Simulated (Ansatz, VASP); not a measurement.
One calculation of Ni, two programs

Contents of INCAR:

```
ALGO     = Normal         # electronic algorithm
EDIFF    = 1E-6           # SCF threshold, eV
ENCUT    = 520            # plane-wave cutoff, eV
GGA      = PS             # functional
ISIF     = 2              # what is computed and relaxed
ISMEAR   = -1             # smearing method
ISPIN    = 2              # spin polarisation
LASPH    = True           # aspherical terms in the spheres
LCHARG   = False          # write CHGCAR
LMAXMIX  = 4              # l up to which the mixer works
LORBIT   = 11             # projections on sites
LREAL    = False          # projectors in reciprocal space
LWAVE    = False          # write WAVECAR
MAGMOM   = 1 1            # initial moments
NBANDS   = 21             # bands
NELM     = 150            # most SCF steps
PREC     = Accurate       # precision mode
SIGMA    = 0.08           # smearing width, eV
```

File KPOINTS:

```
k-points
0
Gamma
  14 14 14
```

Contents of POSCAR:

```
Ni
1.0
    0.0000000000      2.3251802001      2.3251802001
    2.3251802001      0.0000000000      2.3251802001
    2.3251802001      2.3251802001      0.0000000000
Ni
2
Direct
   -0.1250000000     -0.1250000000     -0.1250000000
    0.1250000000      0.1250000000      0.1250000000
```

Input for Ansatz:

```yaml
crystal:
  lattice:
    - [0.0, 2.3251802001, 2.3251802001]
    - [2.3251802001, 0.0, 2.3251802001]
    - [2.3251802001, 2.3251802001, 0.0]
  atoms:
    - { symbol: Ni, position: [-0.125, -0.125, -0.125], spin: 1.0 }
    - { symbol: Ni, position: [0.125, 0.125, 0.125], spin: 1.0 }
magnetization:
  spin_polarized: true
kpoints:
  mp_grid: { grid: [14, 14, 14] }
scf:
  occupations: { method: fermi_dirac, width: 0.08 }
hamiltonian:
  xc: pbesol
  pseudopotentials: { kind: all_electron, lapw: { basis_error: 0.001 } }
output:
  forces: true
  stress: true
  eigenvalues: true
  populations: true
```

Change from the starting cell: volume scaled by 0.8, LAPW.

Alike in both runs: task single point; functional PBEsol; k mesh 14 × 14 × 14; occupations fermi-dirac, width 0.08 eV; collinear spin.

|  | VASP | Ansatz |
| --- | --- | --- |
| version | VASP 6.6.1 | Ansatz 0.2.0 |
| potentials or method | VASP PAW PBE potentials, release 64 (Ni), cutoff 520 eV | all-electron LAPW, scalar-relativistic |

|  | VASP | Ansatz | Ansatz less VASP |
| --- | --- | --- | --- |
| pressure (GPa) | 38.7 | 40.7 | +1.99 |
| net moment per atom (μB) | 0.77 | 0.78 | +0.008 |
| size of the moment on the site where the two differ most (μB) | 0.75 | 0.80 | +0.048 |

VASP's potentials were made for PBE, not for PBEsol. Site moments also hang on the region over which each program counts them. Both programs put the cell under a high pressure, so it lies far from rest at this level. Ansatz ran all-electron here, and VASP with PAW potentials.
